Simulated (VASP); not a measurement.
# InP4 (P1) in VASP: a series of runs, part 2 of 2

VASP 6.6.1. Earlier steps stand in the parts before.

### Step 3. Relaxation of cell and atoms, PBEsol

Contents of INCAR:

```
SYSTEM = InP4
ALGO     = Normal         ! electronic algorithm
EDIFF    = 1E-7           ! SCF threshold, eV
EDIFFG   = -0.04          ! ionic threshold
ENCUT    = 500            ! plane-wave cutoff, eV
GGA      = PS             ! functional
GGA_COMPAT= .False.      
IBRION   = 2              ! ionic algorithm
ISIF     = 3              ! what is computed and relaxed
ISMEAR   = 0              ! smearing method
ISYM     = -1           
LASPH    = .True.         ! aspherical terms in the spheres
LCHARG   = .False.        ! write CHGCAR
LREAL    = Auto         
LWAVE    = .False.        ! write WAVECAR
NELM     = 120            ! most SCF steps
NELMIN   = 4            
NSW      = 70             ! ionic steps
PREC     = Accurate       ! precision mode
SIGMA    = 0.1            ! smearing width, eV
```

Contents of KPOINTS:

```
explicit points
4
Reciprocal
  0.25000000   0.25000000   0.25000000 2
  0.25000000   0.25000000   0.75000000 2
  0.25000000   0.75000000   0.25000000 2
  0.25000000   0.75000000   0.75000000 2
```

Contents of POSCAR:

```
InP4
1.0
    3.7149865628     -6.4345454761      0.0000000000
    7.4299731255      0.0000000000      0.0000000000
    3.7149865628     -2.1448484920      6.5587524052
In P
3 12
Direct
    0.8674720067      0.8603141837      0.4089678794
    0.6369703826      0.6440456901      0.0839211581
    0.1378817413      0.1336316910      0.5922622557
    0.8781188174      0.8740491348      0.9176608763
    0.3772005632      0.3802964058      0.4081021798
    0.3288913518      0.8769843149      0.9170419497
    0.8241077939      0.3831172333      0.4208673290
    0.8747273084      0.3323095800      0.9195754260
    0.3840641929      0.8245794205      0.4155589696
    0.6197065569      0.6160039944      0.5818119570
    0.1190500790      0.1231713050      0.0845630700
    0.6192797888      0.1791370481      0.5826593674
    0.1190940684      0.6779868391      0.0803498110
    0.1817290869      0.6203038546      0.5783219677
    0.6766031709      0.1214153039      0.0846635096
```

Potentials or basis: VASP PAW PBE potentials, release 64 (In_d, P).

The run is started by

```bash
$ cat potpaw_PBE.64/In_d/POTCAR potpaw_PBE.64/P/POTCAR > POTCAR
$ mpirun -np 1 vasp_std > vasp.out
```

Run time: 24 min. Hardware: 1 thread of AMD EPYC 9R45 (Zen 5), shared host; peak memory 0.44 GiB.

The run converged. Its results:

- Free energy: -77.3151 eV
- Relaxed volume: 19.70 Å³/atom
- Relaxed cell: a = 7.302 Å, b = 7.297 Å, c = 7.609 Å, α = 61.73°, β = 61.36°, γ = 61.02°
- Space group after relaxing (to 0.1 Å): Cm (No. 8)
- Energy gained by relaxing: 25.7 meV/atom
- Ionic steps: 23
- Pressure after relaxing: 0.1 GPa
- Largest force after relaxing: 0.032 eV/Å
- Band gap on the k mesh: zero (an odd number of electrons rules out a gap without spin polarisation)

Forces on the atoms (eV/Å):
```
In   0.011 -0.008 -0.003
In  -0.003 -0.012 -0.009
In  -0.005  0.013 -0.023
P   -0.006  0.008 -0.013
P   -0.022  0.008 -0.007
P    0.014  0.003  0.016
P   -0.004  0.007 -0.031
P   -0.005 -0.003 -0.008
P    0.005  0.008 -0.004
P    0.014 -0.016  0.021
P    0.010 -0.005  0.024
P    0.010  0.001  0.002
P   -0.022 -0.015  0.010
P   -0.003  0.000  0.007
P    0.006  0.010  0.018
```

Step by step:
```csv
step,energy change (eV),largest force (eV/Å),pressure (GPa),volume (Å³)
1,0.0000,1.3411,-1.04,313.56
2,-0.2330,0.3951,-0.36,307.42
3,-0.2494,0.4534,-0.03,305.19
4,-0.2923,0.2560,-0.40,303.85
5,-0.2943,0.2253,-0.50,303.49
6,-0.3195,0.2288,0.25,299.64
7,-0.3209,0.2421,0.48,298.50
8,-0.3441,0.2233,0.03,298.54
9,-0.3510,0.2861,-0.37,298.58
10,-0.3681,0.1452,-0.12,297.01
11,-0.3704,0.1089,0.02,296.19
12,-0.3739,0.0929,0.05,296.11
13,-0.3757,0.0984,0.09,295.99
14,-0.3779,0.0781,-0.09,296.49
15,-0.3782,0.0821,-0.18,296.70
16,-0.3799,0.0718,-0.07,296.35
17,-0.3810,0.1068,0.12,295.76
18,-0.3827,0.0615,0.03,295.92
19,-0.3831,0.0704,-0.07,296.10
20,-0.3846,0.0543,-0.05,295.95
21,-0.3849,0.0628,-0.03,295.80
22,-0.3856,0.0407,0.04,295.61
23,-0.3857,0.0324,0.09,295.47
```

Final structure:
```
In P
1.0
     3.59355   -6.35639    0.01946
     7.29701    0.06337   -0.00471
     3.62611   -2.11980    6.34409
In P
3 12
Direct
  0.87310 0.87268 0.39015
  0.63170 0.63638 0.08213
  0.13777 0.13883 0.57968
  0.88023 0.87822 0.90386
  0.38006 0.37913 0.41752
  0.31802 0.88678 0.91523
  0.82292 0.38429 0.41713
  0.88691 0.31846 0.91639
  0.38598 0.82066 0.41729
  0.61875 0.61983 0.60167
  0.14015 0.14156 0.07606
  0.61856 0.16632 0.59401
  0.11781 0.66701 0.08465
  0.16409 0.62068 0.59348
  0.66885 0.11649 0.08706
```

Levels at points of the mesh, in eV from the Fermi level:
```tsv
k point	band 47	band 48	band 49	band 50	band 51	band 52
(0.25, 0.25, 0.25)	-0.54	-0.39	-0.33	0.30	0.32	0.84
```

Caveat: the PAW data sets were made with another functional, which shifts forces and pressure a little; spin-orbit coupling is left out, which moves the levels of the heavy elements; an odd number of electrons without spin polarisation forces a metal; a magnetic or distorted state may lie lower.

### Step 4. Relaxation of cell and atoms, PBEsol

Contents of INCAR:

```
SYSTEM = InP4
PREC = Accurate ; ENCUT = 500
EDIFF = 1E-7 ; ISMEAR = 0
SIGMA = 0.1 ; LREAL = Auto
LASPH = .TRUE. ; NELM = 120
ALGO = Normal ; ISIF = 3
LWAVE = .FALSE. ; LCHARG = .FALSE.
GGA = PS ; IBRION = 2
NSW = 70 ; EDIFFG = -0.04
ISYM = -1 ; GGA_COMPAT = .FALSE.
NELMIN = 4
```

KPOINTS is that of step 3.

Contents of POSCAR:

```
InP4
1.0
    3.7149865628     -6.4345454761      0.0000000000
    7.4299731255      0.0000000000      0.0000000000
    3.7149865628     -2.1448484920      6.5587524052
In P
3 12
Direct
    0.8559249648      0.8680963286      0.4120502093
    0.3603791485      0.3626674648      0.9089904765
    0.6341924078      0.6310897959      0.0927174787
    0.8771395496      0.8828891299      0.9167210201
    0.3775910123      0.3824107519      0.4151235722
    0.3243681186      0.8811905188      0.9159775637
    0.8235847667      0.3832836952      0.4111198248
    0.8853658999      0.3283506791      0.9097920307
    0.3761788064      0.8237581792      0.4170187132
    0.6186477471      0.6210628062      0.5841549466
    0.1217736157      0.1201639099      0.0839466544
    0.6165626686      0.1778602004      0.5916731265
    0.1213415079      0.6682604043      0.0884547137
    0.1735319368      0.6145017103      0.5848578676
    0.6695495388      0.1227333026      0.0849581361
```

The run is started by

```bash
$ cat potpaw_PBE.64/In_d/POTCAR potpaw_PBE.64/P/POTCAR > POTCAR
$ mpirun -np 1 vasp_std > vasp.out
```

It took 25 min on 1 thread of AMD EPYC 9R45 (Zen 5), shared host; peak memory 0.44 GiB.

The run converged. Its results:

* Free energy: -77.3152 eV
* Relaxed volume: 19.72 Å³/atom
* Relaxed cell: a = 7.300 Å, b = 7.305 Å, c = 7.613 Å, α = 61.39°, β = 61.67°, γ = 61.02°
* Space group after relaxing (to 0.1 Å): Cm (No. 8)
* Energy gained by relaxing: 15.8 meV/atom
* Ionic steps: 24
* Pressure after relaxing: 0.0 GPa
* Largest force after relaxing: 0.025 eV/Å
* Band gap on the k mesh: zero (an odd number of electrons rules out a gap without spin polarisation)

Forces on the atoms (eV/Å):
```
In   0.004 -0.002  0.024
In   0.019 -0.001  0.007
In  -0.012  0.005 -0.015
P   -0.005 -0.001 -0.013
P   -0.001  0.010 -0.011
P   -0.003  0.021 -0.001
P    0.003 -0.017  0.016
P   -0.009 -0.010  0.012
P    0.009  0.006  0.000
P   -0.005 -0.003  0.005
P    0.016 -0.007 -0.016
P   -0.003  0.000 -0.007
P   -0.001  0.017  0.007
P   -0.008 -0.008 -0.002
P   -0.005 -0.010 -0.005
```

Step by step:
```tsv
step	energy change (eV)	largest force (eV/Å)	pressure (GPa)	volume (Å³)
1	0.0000	0.5017	-1.80	313.56
2	-0.0947	0.5489	0.86	303.01
3	-0.1026	0.4526	0.25	305.21
4	-0.1419	0.2282	-0.19	304.19
5	-0.1492	0.2348	-0.46	303.50
6	-0.1707	0.2318	0.09	300.10
7	-0.1725	0.2423	0.32	298.79
8	-0.1941	0.2099	0.21	297.95
9	-0.2111	0.2430	0.04	296.50
10	-0.2114	0.2680	0.02	296.26
11	-0.2216	0.1055	0.07	295.86
12	-0.2222	0.0934	0.09	295.74
13	-0.2257	0.0815	-0.09	296.33
14	-0.2269	0.0973	-0.27	296.92
15	-0.2289	0.0753	-0.09	296.46
16	-0.2297	0.0847	0.09	295.99
17	-0.2312	0.0653	0.06	296.02
18	-0.2335	0.0652	-0.03	296.10
19	-0.2349	0.0451	0.00	295.94
20	-0.2353	0.0557	0.04	295.77
21	-0.2362	0.0461	0.02	295.79
22	-0.2366	0.0499	0.00	295.82
23	-0.2367	0.0506	0.00	295.82
24	-0.2370	0.0245	0.00	295.82
```

Final structure:
```
In P
1.0
     3.59461   -6.35324   -0.00035
     7.30427    0.06660    0.01792
     3.64902   -2.08620    6.34778
In P
3 12
Direct
  0.86335 0.86833 0.41723
  0.35992 0.36274 0.92027
  0.62590 0.62741 0.11001
  0.87903 0.88165 0.89859
  0.35789 0.36079 0.42311
  0.33304 0.88202 0.90600
  0.83174 0.38343 0.41405
  0.87841 0.33683 0.90575
  0.38219 0.83246 0.41236
  0.62025 0.62119 0.59527
  0.11920 0.12098 0.08236
  0.61222 0.18288 0.58393
  0.11467 0.67811 0.08289
  0.18063 0.61400 0.58339
  0.67767 0.11550 0.08236
```

Levels at points of the mesh, in eV from the Fermi level:
```tsv
k point	band 46	band 47	band 48	band 49	band 50	band 51	band 52	band 53
(0.25, 0.25, 0.25)	-0.56	-0.54	-0.39	-0.33	0.30	0.32	0.84	2.02
```

Caveat: the PAW data sets were made with another functional, which shifts forces and pressure a little; spin-orbit coupling is left out, which moves the levels of the heavy elements; an odd number of electrons without spin polarisation forces a metal; a magnetic or distorted state may lie lower.

### Step 5. Overview

```tsv
cell	gap on the mesh (eV)	pressure (GPa)	relaxed volume (Å³/atom)	largest force (eV/Å)
relaxed, atomic positions A	none	0.0	19.72	0.04
relaxed, atomic positions B	none	0.1	19.70	0.03
relaxed, atomic positions C	none	0.0	19.72	0.02
```

Alike in all rows: task relaxation of cell and atoms; level PBEsol; potentials or basis VASP PAW PBE potentials, release 64 (In_d, P); no spin polarisation; k mesh 2 × 2 × 2, shifted; cutoff (eV) 500; smearing gaussian 0.1 eV.

Caveats: the PAW data sets were made with another functional, which shifts forces and pressure a little; spin-orbit coupling is left out, which moves the levels of the heavy elements; an odd number of electrons without spin polarisation forces a metal; a magnetic or distorted state may lie lower.

Total energies depend on the potentials used, so only differences within one code and one set of settings carry meaning.
